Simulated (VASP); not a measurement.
# MgO (F-43m) in VASP: a series of runs

MgO is run at these levels: PBE, r2SCAN; tasks: single point.

All numbers are computed with VASP 6.6.1; they aren't measurements. Logs are shortened: lines on timing, memory, paths and dates and some standing lists are left out, and cuts for length are marked.

**1. The cell of the first run**

The structure is cubic, space group F-43m (No. 216). Conventional cell: a = 4.381 Å, b = 4.381 Å, c = 4.381 Å, α = 90.00°, β = 90.00°, γ = 90.00°. Mg (site symmetry -43m) has 4 O at 1.90 Å within 2.5 Å. Within 2.5 Å of O (site symmetry -43m) lie 4 Mg at 1.90 Å.

**2. Single point, PBE (strain -4.0%)**

File INCAR:

```
ALGO = Normal ; EDIFF = 1E-6
ENCUT = 600 ; GGA = PE
GGA_COMPAT = False ; ISIF = 2
ISMEAR = -1 ; LASPH = True
LCHARG = False ; LREAL = False
LWAVE = False ; NBANDS = 11
NELM = 120 ; PREC = Accurate
SIGMA = 0.02
```

File KPOINTS:

```
k-points
0
Gamma
  10 10 10
```

File POSCAR:

```
MgO
1.0
    0.0000000000      2.1907254362      2.1907254362
    2.1907254362      0.0000000000      2.1907254362
    2.1907254362      2.1907254362      0.0000000000
Mg O
1 1
Direct
    0.0000000000      0.0000000000      0.0000000000
    0.2500000000      0.2500000000      0.2500000000
```

Potentials or basis: VASP PAW PBE potentials, release 64 (Mg, O).

Launch:

```bash
> cat potpaw_PBE.64/Mg/POTCAR potpaw_PBE.64/O/POTCAR > POTCAR
> mpirun -np 1 vasp_std > vasp.out
```

OUTCAR:

```text
EDIFF = 1E-6
   ENCUT = 600
   GGA = PE
   ISIF = 2
   ISMEAR = -1
   LASPH = True
   LREAL = False
   NELM = 120
   PREC = Accurate

 ion  position               nearest neighbor table
   1  0.000  0.000  0.000-   2 1.90   2 1.90   2 1.90   2 1.90
   2  0.250  0.250  0.250-   1 1.90   1 1.90   1 1.90   1 1.90

  LATTYP: Found a face centered cubic cell.
 ALAT       =     4.3814508724

  Lattice vectors:

 A1 = (   0.0000000000,   2.1907254362,   2.1907254362)
 A2 = (   2.1907254362,   0.0000000000,   2.1907254362)
 A3 = (   2.1907254362,   2.1907254362,   0.0000000000)

Analysis of symmetry for initial positions (statically):
=====================================================================
 Subroutine PRICEL returns:
 Original cell was already a primitive cell.

 Routine SETGRP: Setting up the symmetry group for a
 face centered cubic supercell.

 Subroutine GETGRP returns: Found 24 space group operations
 (whereof 24 operations were pure point group operations)
 out of a pool of 48 trial point group operations.

The static configuration has the point symmetry T_d .

Analysis of symmetry for dynamics (positions and initial velocities):
=====================================================================
 Subroutine PRICEL returns:
 Original cell was already a primitive cell.

 Routine SETGRP: Setting up the symmetry group for a
 face centered cubic supercell.

 Subroutine GETGRP returns: Found 24 space group operations
 (whereof 24 operations were pure point group operations)
 out of a pool of 48 trial point group operations.

The dynamic configuration has the point symmetry T_d .

 Subroutine INISYM returns: Found 24 space group operations
 (whereof 24 operations are pure point group operations),
 and found     1 'primitive' translations

----------------------------------------------------------------------------------------

                                     Primitive cell

  volume of cell :      21.0278

  direct lattice vectors                    reciprocal lattice vectors
     0.000000000  2.190725436  2.190725436    -0.228234900  0.228234900  0.228234900
     2.190725436  0.000000000  2.190725436     0.228234900 -0.228234900  0.228234900
     2.190725436  2.190725436  0.000000000     0.228234900  0.228234900 -0.228234900

  length of vectors
     3.098153623  3.098153623  3.098153623     0.395314442  0.395314442  0.395314442

  position of ions in fractional coordinates (direct lattice)
     0.000000000  0.000000000  0.000000000
     0.250000000  0.250000000  0.250000000

  ion indices of the primitive-cell ions
   primitive index   ion index
                 1           1
                 2           2

----------------------------------------------------------------------------------------

 KPOINTS: k-points

Automatic generation of k-mesh.
 Grid dimensions read from file:
 generate k-points for:   10   10   10

 Generating k-lattice:

  Cartesian coordinates                     Fractional coordinates (reciprocal lattice)
    -0.022823490  0.022823490  0.022823490     0.100000000  0.000000000  0.000000000
     0.022823490 -0.022823490  0.022823490     0.000000000  0.100000000  0.000000000
     0.022823490  0.022823490 -0.022823490     0.000000000  0.000000000  0.100000000

  Length of vectors
     0.039531444  0.039531444  0.039531444

  Shift w.r.t. Gamma in fractional coordinates (k-lattice)
     0.000000000  0.000000000  0.000000000

 Subroutine IBZKPT returns following result:
 ===========================================

 Found     47 irreducible k-points:

 Following reciprocal coordinates:
            Coordinates               Weight
  0.000000  0.000000  0.000000      1.000000
  0.100000  0.000000  0.000000      8.000000
  0.200000  0.000000  0.000000      8.000000
  0.300000  0.000000  0.000000      8.000000
  0.400000  0.000000  0.000000      8.000000
  0.500000  0.000000  0.000000      4.000000
[... 16 lines left out ...]
  0.300000  0.300000  0.000000      6.000000
  0.400000  0.300000  0.000000     24.000000
 [... further k-points ...]
   k-points           NKPTS =     47   k-points in BZ     NKDIM =     47   number of bands    NBANDS=     11
   number of dos      NEDOS =    301   number of ions     NIONS =      2
   total plane-waves  NPLWV =  21952
   dimension x,y,z NGX =    28 NGY =   28 NGZ =   28
   dimension x,y,z NGXF=    56 NGYF=   56 NGZF=   56
   ions per type =               1   1
   NGX,Y,Z   is equivalent  to a cutoff of  15.02, 15.02, 15.02 a.u.
   NGXF,Y,Z  is equivalent  to a cutoff of  30.05, 30.05, 30.05 a.u.
 SYSTEM =  unknown system
   PREC   = accura    normal or accurate (medium, high low for compatibility)
   ISTART =      0    job   : 0-new  1-cont  2-samecut
   ICHARG =      2    charge: 1-file 2-atom 10-const
   ISPIN  =      1    spin polarized calculation?
   LNONCOLLINEAR =      F non collinear calculations
   LSORBIT =      F    spin-orbit coupling
   LASPH  =      T    aspherical Exc in radial PAW
   ENCUT  =  600.0 eV  44.10 Ry    6.64 a.u.   6.19  6.19  6.19*2*pi/ulx,y,z
   NELM   =    120;   NELMIN=  2; NELMDL= -5     # of ELM steps
   EDIFF  = 0.1E-05   stopping-criterion for ELM
   LREAL  =      F    real-space projection
   EDIFFG = 0.1E-04   stopping-criterion for IOM
   NSW    =      0    number of steps for IOM
   IBRION =     -1    ionic relax: 0-MD 1-quasi-New 2-CG
   NFREE  =      0    steps in history (QN), initial steepest desc. (CG)
   ISIF   =      2    stress and relaxation
   ISYM   =      2    0-nonsym 1-usesym 2-fastsym
   POTIM  = 0.5000    time-step for ionic-motion
   TEBEG  =    0.0;   TEEND  =   0.0 temperature during run
   PSTRESS=    0.0 pullay stress
   NELECT =       8.0000    total number of electrons
   NUPDOWN=      -1.0000    fix difference up-down
   EMIN   =  10.00;   EMAX   =-10.00  energy-range for DOS
   EFERMI =   0.00;   METHOD = LEGACY
   ISMEAR =    -1;   SIGMA  =   0.02  broadening in eV -4-tet -1-fermi 0-gaus
   EFERMI_NEDOS =   21; number of points for ismear=-14 and -15
   IALGO  =     38    algorithm
   IMIX   =      4    mixing-type and parameters
     AMIX     =   0.40;   BMIX     =  1.00
     AMIX_MAG =   1.60;   BMIX_MAG =  1.00
  volume/ion in A,a.u.               =      10.51        70.95
  Fermi-wavevector in a.u.,A,eV,Ry     =   1.186243  2.241674 19.145733  1.407172
  Thomas-Fermi vector in A             =   2.322419
   LORBIT       =      0    0 simple, 1 ext, 2 COOP (PROOUT), +10 PAW based schemes
   GGA     = PE    functional components
   LHFCALC =     F    Hartree Fock is set to
   AEXX    =    0.0000 exact exchange contribution
   IVDW    =     0    specifies the selected vdW correction
   LEPSILON=     F    determine dielectric tensor
   LRPA    =     F    only Hartree local field effects (RPA)
 non-spin polarized calculation
  energy-cutoff  :      600.00
  volume of cell :       21.03
 maximum number of plane-waves:       725
 NGX is ok and might be reduce to    28
   NGX = 13   NGY = 13   NGZ = 13

 number of electron       8.0000000 magnetization

 Free energy of the ion-electron system (eV)
  ---------------------------------------------------
  ext. energy  EPLUGINS =         0.00000000
  ---------------------------------------------------
  free energy    TOTEN  =       -11.47710441 eV

  energy without entropy =      -11.47710441  energy(sigma->0) =      -11.47710441

 E-fermi :   1.9948     XC(G=0): -10.2603

 val. band max:        1.4643010857   @ k =  -0.1000   0.1000   0.0000
 cond. band min:       5.8444590306   @ k =   0.0000   0.0000   0.0000
 fundamental gap:      4.3801579449
 Fermi energy:         1.9948089244

 k-point     1 :       0.0000    0.0000    0.0000
  band No.  band energies     occupation
      1     -14.8162      2.00000
      2       1.4630      2.00000
      3       1.4630      2.00000
      4       1.4630      2.00000
      5       5.8445      0.00000
      6      19.6677      0.00000
      7      19.6677      0.00000
      8      19.6677      0.00000
      9      22.9719      0.00000
     10      22.9719      0.00000
     11      23.3195      0.00000

 k-point     2 :       0.1000    0.0000    0.0000
  band No.  band energies     occupation
      1     -14.7407      2.00000
      2       0.9621      2.00000
      3       1.4451      2.00000
      4       1.4451      2.00000
      5       6.4179      0.00000
      6      18.6898      0.00000
      7      19.6189      0.00000
      8      19.6189      0.00000
      9      21.5956      0.00000
     10      21.5956      0.00000
     11      22.7709      0.00000

 k-point     3 :       0.2000    0.0000    0.0000
  band No.  band energies     occupation
      1     -14.5370      2.00000
      2      -0.0384      2.00000
      3       1.3985      2.00000
      4       1.3985      2.00000
      5       7.6290      0.00000
      6      16.7809      0.00000
      7      18.8677      0.00000
      8      18.8677      0.00000
      9      21.6406      0.00000
     10      21.6406      0.00000
     11      22.3220      0.00000

 k-point     4 :       0.3000    0.0000    0.0000
  band No.  band energies     occupation
      1     -14.2711      2.00000
      2      -0.9997      2.00000
      3       1.3419      2.00000
      4       1.3419      2.00000
      5       8.9517      0.00000
      6      14.8687      0.00000
      7      17.8955      0.00000
      8      17.8955      0.00000
      9      22.3047      0.00000
     10      22.7843      0.00000
     11      22.7843      0.00000
[... 239 lines left out ...]
 k-point    22 :      -0.2000    0.2000    0.0000
  band No.  band energies     occupation
      1     -14.1842      2.00000
      2      -0.8355      2.00000
      3       0.7051      2.00000
      4       1.3822      2.00000
      5       9.3532      0.00000
      6      14.7406      0.00000
      7      16.6126      0.00000
      8      17.9765      0.00000
      9      21.5427      0.00000
     10      23.9956      0.00000
     11      25.7253      0.00000

 k-point    23 :       0.3000    0.3000    0.0000
  band No.  band energies     occupation
      1     -14.1018      2.00000
      2      -0.7704      2.00000
      3       0.9322      2.00000
      4       0.9322      2.00000
      5       8.7147      0.00000
      6      14.1773      0.00000
      7      17.3004      0.00000
      8      19.3957      0.00000
      9      19.3957      0.00000
     10      25.7348      0.00000
     11      26.8308      0.00000

 k-point    24 :       0.4000    0.3000    0.0000
  band No.  band energies     occupation
      1     -13.9275      2.00000
      2      -1.0460      2.00000
      3       0.7171      2.00000
      4       0.8573      2.00000
      5       8.8481      0.00000
      6      13.8149      0.00000
      7      16.9625      0.00000
      8      19.2413      0.00000
      9      19.7432      0.00000
     10      26.6256      0.00000
     11      26.9213      0.00000

 [... further k-points ...]
[... 5 lines left out ...]
  --------------------------------------------------------------------------------------
  -------------------------------------------------------------------------------------
  Total        3.1024096      3.1024096      3.1024096     -0.0000000      0.0000000      0.0000000
  in kB      236.3827983    236.3827983    236.3827983     -0.0000000      0.0000000      0.0000000
  external PRESSURE =     236.3827983 kB  Pullay stress =       0.0000000 kB

 VOLUME and BASIS-vectors are now :
 -----------------------------------------------------------------------------
  energy-cutoff  :      600.00
  volume of cell :       21.03
      direct lattice vectors                 reciprocal lattice vectors
     0.000000000  2.190725436  2.190725436    -0.228234900  0.228234900  0.228234900
     2.190725436  0.000000000  2.190725436     0.228234900 -0.228234900  0.228234900
     2.190725436  2.190725436  0.000000000     0.228234900  0.228234900 -0.228234900

 POSITION                                       TOTAL-FORCE (eV/Angst)
 -----------------------------------------------------------------------------------
      0.00000      0.00000      0.00000         0.000000     -0.000000      0.000000
      1.09536      1.09536      1.09536        -0.000000      0.000000     -0.000000
 -----------------------------------------------------------------------------------
    total drift:                               -0.000000     -0.000000      0.000000

  FREE ENERGIE OF THE ION-ELECTRON SYSTEM (eV)
  ---------------------------------------------------
  free  energy   TOTEN  =       -11.4771044122 eV

  energy  without entropy=      -11.4771044122  energy(sigma->0) =      -11.47710441
```

Run time: 14 s. Hardware: 1 thread of Intel Xeon Platinum 8259CL at 2.50GHz (Skylake/Cascade Lake), shared host; peak memory 0.16 GiB.

Results:

| Item | Value |
| --- | --- |
| Free energy | -11.4771 eV |
| Pressure | 23.6 GPa |
| Band gap on the k mesh | 4.38 eV, indirect (the least direct gap lies 1.3 meV higher) |

Caveat: the cell differs from its parent crystal (strain -4.0%).

**3. Single point, PBE**

This run uses another cell than the first one, of 11.88 Å³/atom, 1.130 times its volume.

File INCAR:

```
SYSTEM = MgO
ALGO = Normal ; EDIFF = 1E-6
ENCUT = 600 ; GGA = PE
GGA_COMPAT = .False. ; ISIF = 2
ISMEAR = -1 ; LASPH = .True.
LCHARG = .True. ; LELF = .True.
LREAL = .False. ; LVHAR = .True.
LWAVE = .False. ; NBANDS = 11
NELM = 120 ; PREC = Accurate
SIGMA = 0.02
```

File KPOINTS:

```
k-points
0
Gamma
  10 10 10
  0 0 0
```

File POSCAR:

```
MgO
1.0
    0.0000000000      2.2820056627      2.2820056627
    2.2820056627      0.0000000000      2.2820056627
    2.2820056627      2.2820056627      0.0000000000
Mg O
1 1
Direct
    0.0000000000      0.0000000000      0.0000000000
    0.2500000000      0.2500000000      0.2500000000
```

Potentials or basis: VASP PAW PBE potentials, release 64 (Mg, O).

Launch:

```bash
> cat potpaw_PBE.64/Mg/POTCAR potpaw_PBE.64/O/POTCAR > POTCAR
> mpirun -np 1 vasp_std > vasp.out
```

Wall time 15 s (1 thread of Intel Xeon Platinum 8259CL at 2.50GHz (Skylake/Cascade Lake), shared host); peak memory 0.16 GiB.

It converged, with:

* Free energy: -11.6963 eV
* Pressure: 3.3 GPa
* Band gap on the k mesh: 3.64 eV, direct

Levels at points of the mesh, in eV from the valence-band top:
```tsv
k point	band 2	band 3	band 4	band 5	band 6	band 7
(0.00, 0.00, 0.00)	0.00	0.00	0.00	3.64	16.82	16.82
(0.50, 0.00, 0.00)	-3.04	-0.18	-0.18	8.79	9.69	14.62
(0.50, 0.50, 0.00)	-2.51	-0.74	-0.74	6.26	11.56	14.12
```

**4. Single point, r2SCAN (strain -4.0%)**

File POSCAR:

```
MgO
1.0
    0.0000000000      2.1907254362      2.1907254362
    2.1907254362      0.0000000000      2.1907254362
    2.1907254362      2.1907254362      0.0000000000
Mg O
1 1
Direct
    0.0000000000      0.0000000000      0.0000000000
    0.2500000000      0.2500000000      0.2500000000
```

File INCAR.step1:

```
SYSTEM = MgO
PREC     = Accurate       ! precision mode
ENCUT    = 660            ! plane-wave cutoff, eV
ISMEAR   = 0              ! smearing method
SIGMA    = 0.01           ! smearing width, eV
LREAL    = .FALSE.        ! projectors in reciprocal space
LASPH    = .TRUE.         ! aspherical terms in the spheres
NELM     = 120            ! most SCF steps
NBANDS   = 11             ! bands
GGA      = PE             ! functional
ALGO     = Normal         ! electronic algorithm
EDIFF    = 1E-5           ! SCF threshold, eV
LWAVE    = .TRUE.         ! write WAVECAR
LCHARG   = .FALSE.        ! write CHGCAR
GGA_COMPAT= .FALSE.
```

File INCAR.step2:

```
SYSTEM = MgO
PREC     = Accurate       ! precision mode
ENCUT    = 660            ! plane-wave cutoff, eV
EDIFF    = 1E-6           ! SCF threshold, eV
ISMEAR   = 0              ! smearing method
SIGMA    = 0.01           ! smearing width, eV
LREAL    = .FALSE.        ! projectors in reciprocal space
LASPH    = .TRUE.         ! aspherical terms in the spheres
NELM     = 120            ! most SCF steps
ALGO     = Normal         ! electronic algorithm
ISIF     = 2              ! what is computed and relaxed
LWAVE    = .FALSE.        ! write WAVECAR
LCHARG   = .FALSE.        ! write CHGCAR
METAGGA  = R2SCAN         ! meta-GGA
LMIXTAU  = .TRUE.       
NBANDS   = 11             ! bands
ISTART   = 1            
GGA_COMPAT= .FALSE.
```

File KPOINTS:

```
regular mesh
0
G
  10 10 10
  0 0 0
```

Launch:

```bash
> cat potpaw_PBE.64/Mg/POTCAR potpaw_PBE.64/O/POTCAR > POTCAR
> cp INCAR.step1 INCAR
> mpirun -np 1 vasp_std > vasp.out
> cp INCAR.step2 INCAR
> mpirun -np 1 vasp_std > vasp.out
```

It took 59 s on 1 thread of Intel Xeon Platinum 8259CL at 2.50GHz (Skylake/Cascade Lake), shared host; peak memory 0.17 GiB.

It converged, with:

| Quantity | Value |
| --- | --- |
| Free energy | -15.7130 eV |
| Pressure | 19.2 GPa |
| Band gap on the k mesh | 5.10 eV, indirect (the least direct gap lies 1.8 meV higher) |

Levels at points of the mesh, in eV from the valence-band top:
```
           k point  band 1  band 2  band 3  band 4  band 5  band 6  band 7  band 8  band 9
(0.00, 0.00, 0.00)  -17.21    0.00    0.00    0.00    5.10   19.34   19.34   19.34   22.62
(0.50, 0.00, 0.00)  -16.37   -3.35   -0.19   -0.19   10.56   11.57   16.52   16.52   22.69
(0.50, 0.50, 0.00)  -16.12   -2.79   -0.80   -0.80    7.28   13.21   17.25   19.40   19.40
```

Caveat: the cell differs from its parent crystal (strain -4.0%); the PAW data sets were made with another functional, which shifts forces and pressure a little.

[end of part 1 of 2]
